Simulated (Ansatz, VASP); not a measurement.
# Two plane-wave programs on C

```
CELL_PARAMETERS angstrom
2.46650 0.00000 0.00000
-1.23325 2.13605 0.00000
0.00000 0.00000 4.42892
ATOMIC_POSITIONS crystal
C 0.66667 0.33333 0.50000
C 0.33333 0.66667 0.50000
```

Alike in both runs: functional PBE; k mesh 24 × 24 × 12; occupations gaussian, width 0.1 eV; no spin polarisation.

Ansatz relaxed the structure, and its values are those at the end. VASP's run is a single point on that final structure, the one shown.

|  | VASP | Ansatz |
| --- | --- | --- |
| version | VASP 6.6.1 | Ansatz 0.2.0 |
| potentials or method | VASP PAW PBE potentials, release 64 (C), cutoff 520 eV | scalar-relativistic, plane waves, PAW |
| valence electrons in the cell | 8 | 8 |

VASP gave:

- gap on the k mesh at the Fermi level (eV): none
- pressure (GPa): 0.3

Which values does Ansatz return?

gap on the k mesh at the Fermi level (eV): none; pressure (GPa): 0.0.

A gap of «none» marks a metal or a gap that the smearing closes.
